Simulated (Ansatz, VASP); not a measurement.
**TaPb: VASP beside Ansatz**

```xyz
2
Lattice="3.4889 0.0000 0.0000 0.0000 3.4889 0.0000 0.0000 0.0000 3.4889" Properties=species:S:1:pos:R:3 pbc="T T T"
Ta    0.0000    0.0000    0.0000
Pb    1.7445    1.7445    1.7445
```

Alike in both runs: functional PBE; k mesh 16 × 16 × 16; occupations gaussian, width 0.1 eV; no spin polarisation.

Ansatz relaxed the structure, and its values are those at the end. VASP's run is a single point on that final structure, the one shown.

```csv
,VASP,Ansatz
version,VASP 6.6.1,Ansatz 0.2.0
potentials or method,"VASP PAW PBE potentials, release 64 (Ta_pv, Pb_d), cutoff 520 eV","scalar-relativistic, plane waves, PAW"
valence electrons in the cell,25,27
```

|  | VASP | Ansatz | Ansatz less VASP |
| --- | --- | --- | --- |
| gap on the k mesh at the Fermi level (eV) | none | none | - |
| pressure (GPa) | 0.0 | 0.0 | -0.01 |

A gap of «none» marks a metal or a gap that the smearing closes. With one functional, cell and mesh, what is left measures potentials, basis and numerics. VASP's potentials hold 25 valence electrons a cell and Ansatz's 27, so a difference there can come from the potentials and not from the codes.

Neither program's run includes spin-orbit coupling.
